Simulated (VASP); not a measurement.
# Y5N (P6/mmm) in VASP: further runs

Runs on Y5N. Level: PBE. Tasks: single point, relaxation of cell and atoms.

Everything below comes from runs of VASP 6.6.1. Logs are shortened: lines on timing, memory, paths and dates and some standing lists are left out, and cuts for length are marked.

## (1) The cell of the first run

Symmetry: P6/mmm, No. 191, hexagonal system. Conventional cell: a = 6.187 Å, b = 6.187 Å, c = 6.031 Å, α = 90.00°, β = 90.00°, γ = 120.00°. Within 4.6 Å of Y (site symmetry -6m2) lie 9 Y at 3.50 to 3.57 Å and 3 N at 3.57 Å. Within 4.1 Å of Y (site symmetry mmm) lie 8 Y at 3.09 to 3.50 Å. Within 4.7 Å of N (site symmetry 6/mmm) lie 18 Y at 3.57 to 4.32 Å.

The cell was generated, and may not be a known phase.

## (2) Single point, PBE

INCAR

```
SYSTEM = Y5N
ALGO     = Normal         ! electronic algorithm
EDIFF    = 1E-6           ! SCF threshold, eV
ENCUT    = 520            ! plane-wave cutoff, eV
GGA      = PE             ! functional
ISIF     = 2              ! what is computed and relaxed
ISMEAR   = 0              ! smearing method
LASPH    = .True.         ! aspherical terms in the spheres
LCHARG   = .True.         ! write CHGCAR
LELF     = .True.         ! ELF
LREAL    = .False.        ! projectors in reciprocal space
LVHAR    = .True.       
LWAVE    = .False.        ! write WAVECAR
NBANDS   = 39             ! bands
NELM     = 60             ! most SCF steps
PREC     = Accurate       ! precision mode
SIGMA    = 0.1            ! smearing width, eV
```

KPOINTS

```
k-points
0
Gamma
  6 6 6
  0 0 0
```

POSCAR

```
Y5N
1.0
    6.1873348967      0.0000000000      0.0000000000
   -3.0936674484      5.3583892023      0.0000000000
    0.0000000000      0.0000000000      6.0313986177
Y N
5 1
Direct
    0.6666666667      0.3333333333      0.0000000000
    0.5000000000      0.0000000000      0.5000000000
    0.5000000000      0.5000000000      0.5000000000
    0.0000000000      0.5000000000      0.5000000000
    0.3333333333      0.6666666667      0.0000000000
    0.0000000000      0.0000000000      0.0000000000
```

Potentials or basis: VASP PAW PBE potentials, release 64 (Y_sv, N).

Launch:

```console
> cat potpaw_PBE.64/Y_sv/POTCAR potpaw_PBE.64/N/POTCAR > POTCAR
> mpirun -np 1 vasp_std > vasp.out
```

OUTCAR:

```text
SYSTEM = Y5N
   EDIFF = 1E-6
   ENCUT = 520
   GGA = PE
   ISIF = 2
   ISMEAR = 0
   LASPH = .True.
   LREAL = .False.
   NELM = 60
   PREC = Accurate

 ion  position               nearest neighbor table
   1  0.667  0.333  0.000-   4 3.50   4 3.50   2 3.50   2 3.50   3 3.50   3 3.50   5 3.57   5 3.57
                             5 3.57
   2  0.500  0.000  0.500-   4 3.09   4 3.09   3 3.09   3 3.09   1 3.50   5 3.50   1 3.50   5 3.50

   3  0.500  0.500  0.500-   4 3.09   4 3.09   2 3.09   2 3.09   1 3.50   5 3.50   1 3.50   5 3.50

   4  0.000  0.500  0.500-   3 3.09   3 3.09   2 3.09   2 3.09   1 3.50   5 3.50   1 3.50   5 3.50

   5  0.333  0.667  0.000-   4 3.50   4 3.50   2 3.50   2 3.50   3 3.50   3 3.50   1 3.57   1 3.57
                             1 3.57
   6  0.000  0.000  0.000-

  LATTYP: Found a hexagonal cell.
 ALAT       =     6.1873348967
 C/A-ratio  =     0.9747975046

  Lattice vectors:

 A1 = (   6.1873348967,   0.0000000000,   0.0000000000)
 A2 = (  -3.0936674484,   5.3583892023,   0.0000000000)
 A3 = (   0.0000000000,   0.0000000000,   6.0313986177)

Analysis of symmetry for initial positions (statically):
=====================================================================
 Subroutine PRICEL returns:
 Original cell was already a primitive cell.

 Routine SETGRP: Setting up the symmetry group for a
 hexagonal supercell.

 Subroutine GETGRP returns: Found 24 space group operations
 (whereof 24 operations were pure point group operations)
 out of a pool of 24 trial point group operations.

The static configuration has the point symmetry D_6h.

Analysis of symmetry for dynamics (positions and initial velocities):
=====================================================================
 Subroutine PRICEL returns:
 Original cell was already a primitive cell.

 Routine SETGRP: Setting up the symmetry group for a
 hexagonal supercell.

 Subroutine GETGRP returns: Found 24 space group operations
 (whereof 24 operations were pure point group operations)
 out of a pool of 24 trial point group operations.

The dynamic configuration has the point symmetry D_6h.

 Subroutine INISYM returns: Found 24 space group operations
 (whereof 24 operations are pure point group operations),
 and found     1 'primitive' translations

----------------------------------------------------------------------------------------

                                     Primitive cell

  volume of cell :     199.9659

  direct lattice vectors                    reciprocal lattice vectors
     6.187334897  0.000000000  0.000000000     0.161620474  0.093311624  0.000000000
    -3.093667448  5.358389202  0.000000000     0.000000000  0.186623249  0.000000000
     0.000000000  0.000000000  6.031398618     0.000000000  0.000000000  0.165799023

  length of vectors
     6.187334897  6.187334897  6.031398618     0.186623249  0.186623249  0.165799023

  position of ions in fractional coordinates (direct lattice)
     0.666666667  0.333333333  0.000000000
     0.500000000  0.000000000  0.500000000
     0.500000000  0.500000000  0.500000000
     0.000000000  0.500000000  0.500000000
     0.333333333  0.666666667  0.000000000
     0.000000000  0.000000000  0.000000000

  ion indices of the primitive-cell ions
   primitive index   ion index
                 1           1
                 2           2
                 3           3
                 4           4
                 5           5
                 6           6

----------------------------------------------------------------------------------------

 KPOINTS: k-points

Automatic generation of k-mesh.
 Grid dimensions read from file:
 generate k-points for:    6    6    6

 Generating k-lattice:

  Cartesian coordinates                     Fractional coordinates (reciprocal lattice)
     0.026936746  0.015551937  0.000000000     0.166666667  0.000000000  0.000000000
     0.000000000  0.031103875  0.000000000     0.000000000  0.166666667  0.000000000
     0.000000000  0.000000000  0.027633171     0.000000000  0.000000000  0.166666667

  Length of vectors
     0.031103875  0.031103875  0.027633171

  Shift w.r.t. Gamma in fractional coordinates (k-lattice)
     0.000000000  0.000000000  0.000000000

 Subroutine IBZKPT returns following result:
 ===========================================

 Found     28 irreducible k-points:

 Following reciprocal coordinates:
            Coordinates               Weight
  0.000000  0.000000  0.000000      1.000000
  0.166667 -0.000000  0.000000      6.000000
  0.333333  0.000000  0.000000      6.000000
  0.500000  0.000000  0.000000      3.000000
  0.166667  0.166667  0.000000      6.000000
  0.333333  0.166667  0.000000     12.000000
[... 16 lines left out ...]
  0.166667 -0.000000  0.500000      6.000000
  0.333333  0.000000  0.500000      6.000000
 [... further k-points ...]
   k-points           NKPTS =     28   k-points in BZ     NKDIM =     28   number of bands    NBANDS=     39
   number of dos      NEDOS =    301   number of ions     NIONS =      6
   total plane-waves  NPLWV = 110592
   dimension x,y,z NGX =    48 NGY =   48 NGZ =   48
   dimension x,y,z NGXF=    96 NGYF=   96 NGZF=   96
   ions per type =               5   1
   NGX,Y,Z   is equivalent  to a cutoff of  12.90, 12.90, 13.23 a.u.
   NGXF,Y,Z  is equivalent  to a cutoff of  25.79, 25.79, 26.46 a.u.
 SYSTEM =  Y5N
   PREC   = accura    normal or accurate (medium, high low for compatibility)
   ISTART =      0    job   : 0-new  1-cont  2-samecut
   ICHARG =      2    charge: 1-file 2-atom 10-const
   ISPIN  =      1    spin polarized calculation?
   LNONCOLLINEAR =      F non collinear calculations
   LSORBIT =      F    spin-orbit coupling
   LASPH  =      T    aspherical Exc in radial PAW
   ENCUT  =  520.0 eV  38.22 Ry    6.18 a.u.  11.50 11.50 11.21*2*pi/ulx,y,z
   NELM   =     60;   NELMIN=  2; NELMDL= -5     # of ELM steps
   EDIFF  = 0.1E-05   stopping-criterion for ELM
   LREAL  =      F    real-space projection
   EDIFFG = 0.1E-04   stopping-criterion for IOM
   NSW    =      0    number of steps for IOM
   IBRION =     -1    ionic relax: 0-MD 1-quasi-New 2-CG
   NFREE  =      0    steps in history (QN), initial steepest desc. (CG)
   ISIF   =      2    stress and relaxation
   ISYM   =      2    0-nonsym 1-usesym 2-fastsym
   POTIM  = 0.5000    time-step for ionic-motion
   TEBEG  =    0.0;   TEEND  =   0.0 temperature during run
   PSTRESS=    0.0 pullay stress
   NELECT =      60.0000    total number of electrons
   NUPDOWN=      -1.0000    fix difference up-down
   EMIN   =  10.00;   EMAX   =-10.00  energy-range for DOS
   EFERMI =   0.00;   METHOD = LEGACY
   ISMEAR =     0;   SIGMA  =   0.10  broadening in eV -4-tet -1-fermi 0-gaus
   EFERMI_NEDOS =   21; number of points for ismear=-14 and -15
   IALGO  =     38    algorithm
   IMIX   =      4    mixing-type and parameters
     AMIX     =   0.40;   BMIX     =  1.00
     AMIX_MAG =   1.60;   BMIX_MAG =  1.00
  volume/ion in A,a.u.               =      33.33       224.91
  Fermi-wavevector in a.u.,A,eV,Ry     =   1.095990  2.071121 16.343239  1.201194
  Thomas-Fermi vector in A             =   2.232324
   LORBIT       =      0    0 simple, 1 ext, 2 COOP (PROOUT), +10 PAW based schemes
   GGA     = PE    functional components
   LHFCALC =     F    Hartree Fock is set to
   AEXX    =    0.0000 exact exchange contribution
   IVDW    =     0    specifies the selected vdW correction
   LEPSILON=     F    determine dielectric tensor
   LRPA    =     F    only Hartree local field effects (RPA)
 non-spin polarized calculation
 Gauss-broadening in eV      SIGMA  =   0.10
  energy-cutoff  :      520.00
  volume of cell :      199.97
 maximum number of plane-waves:      5428
 NGX is ok and might be reduce to    48
   NGX = 23   NGY = 23   NGZ = 23

 number of electron      59.9999998 magnetization

 Free energy of the ion-electron system (eV)
  ---------------------------------------------------
  ext. energy  EPLUGINS =         0.00000000
  ---------------------------------------------------
  free energy    TOTEN  =       -31.91261831 eV

  energy without entropy =      -31.85124062  energy(sigma->0) =      -31.88192947

 E-fermi :   2.0232     XC(G=0):  -8.7969

 val. band max:        2.0218034076   @ k =   0.3333   0.0000   0.3333
 cond. band min:       2.0327753424   @ k =   0.1667  -0.0000   0.1667
 fundamental gap:      0.0109719348
 Fermi energy:         2.0232351072

 k-point     1 :       0.0000    0.0000    0.0000
  band No.  band energies     occupation
      1     -41.2197      2.00000
      2     -41.1840      2.00000
      3     -40.7960      2.00000
      4     -40.6178      2.00000
      5     -40.6178      2.00000
      6     -21.5632      2.00000
[... 31 lines left out ...]
     38       3.3960      0.00000
     39       3.6795      0.00000

 k-point     2 :       0.1667   -0.0000    0.0000
  band No.  band energies     occupation
      1     -41.2175      2.00000
      2     -41.1861      2.00000
      3     -40.7857      2.00000
      4     -40.6286      2.00000
      5     -40.6178      2.00000
      6     -21.4982      2.00000
[... 31 lines left out ...]
     38       3.4927      0.00000
     39       3.5202      0.00000

 k-point     3 :       0.3333    0.0000    0.0000
  band No.  band energies     occupation
      1     -41.2120      2.00000
      2     -41.1915      2.00000
      3     -40.7591      2.00000
      4     -40.6563      2.00000
      5     -40.6179      2.00000
      6     -21.3647      2.00000
[... 31 lines left out ...]
     38       3.2127      0.00000
     39       3.5171      0.00000

 k-point     4 :       0.5000    0.0000    0.0000
  band No.  band energies     occupation
      1     -41.2077      2.00000
      2     -41.1958      2.00000
      3     -40.7376      2.00000
      4     -40.6784      2.00000
      5     -40.6179      2.00000
      6     -21.3177      2.00000
[... 31 lines left out ...]
     38       3.2877      0.00000
     39       3.4585      0.00000
[... 754 lines left out ...]
     38       2.9982      0.00000
     39       3.7104      0.00000

 k-point    23 :       0.1667   -0.0000    0.5000
  band No.  band energies     occupation
      1     -41.2151      2.00000
      2     -41.1859      2.00000
      3     -40.7885      2.00000
      4     -40.6287      2.00000
      5     -40.6178      2.00000
      6     -21.5806      2.00000
[... 31 lines left out ...]
     38       3.1930      0.00000
     39       3.7915      0.00000

 k-point    24 :       0.3333    0.0000    0.5000
  band No.  band energies     occupation
      1     -41.2101      2.00000
      2     -41.1910      2.00000
      3     -40.7614      2.00000
      4     -40.6568      2.00000
      5     -40.6179      2.00000
      6     -21.4478      2.00000
[... 31 lines left out ...]
     38       3.3563      0.00000
     39       3.5504      0.00000

 [... further k-points ...]

------------------------ aborting loop because EDIFF is reached ----------------------------------------

  FORCE on cell =-STRESS in cart. coord.  units (eV):
  Direction    XX          YY          ZZ          XY          YZ          ZX
  --------------------------------------------------------------------------------------
  -------------------------------------------------------------------------------------
  Total       -0.0644673     -0.0644673     -0.1539796      0.0000000     -0.0000000      0.0000000
  in kB       -0.5165286     -0.5165286     -1.2337233      0.0000000     -0.0000000      0.0000000
  external PRESSURE =      -0.7555935 kB  Pullay stress =       0.0000000 kB

 VOLUME and BASIS-vectors are now :
 -----------------------------------------------------------------------------
  energy-cutoff  :      520.00
  volume of cell :      199.97
      direct lattice vectors                 reciprocal lattice vectors
     6.187334897  0.000000000  0.000000000     0.161620474  0.093311624  0.000000000
    -3.093667448  5.358389202  0.000000000     0.000000000  0.186623249  0.000000000
     0.000000000  0.000000000  6.031398618     0.000000000  0.000000000  0.165799023

 POSITION                                       TOTAL-FORCE (eV/Angst)
 -----------------------------------------------------------------------------------
      3.09367      1.78613      0.00000         0.000000      0.000000      0.000000
      3.09367      0.00000      3.01570        -0.000000      0.000000      0.000000
      1.54683      2.67919      3.01570        -0.000000      0.000000      0.000000
     -1.54683      2.67919      3.01570        -0.000000      0.000000      0.000000
     -0.00000      3.57226      0.00000        -0.000000     -0.000000      0.000000
      0.00000      0.00000      0.00000        -0.000000      0.000000      0.000000
 -----------------------------------------------------------------------------------
    total drift:                               -0.000000      0.000000     -0.000000

  FREE ENERGIE OF THE ION-ELECTRON SYSTEM (eV)
  ---------------------------------------------------
  free  energy   TOTEN  =       -31.9126183136 eV

  energy  without entropy=      -31.8512406249  energy(sigma->0) =      -31.88192947
```

It took 3.3 min on 1 thread of Intel Xeon Platinum 8488C (Sapphire Rapids), shared host; peak memory 0.42 GiB.

What came out:

| Quantity | Value |
| --- | --- |
| Free energy | -31.9126 eV |
| Pressure | -0.1 GPa |
| Band gap on the k mesh | zero (bands 30 and 31 overlap by 0.32 eV) |

(Continued in part 2 of 2.)

The gap in the log of VASP goes by the Fermi energy; the results here count the filled bands.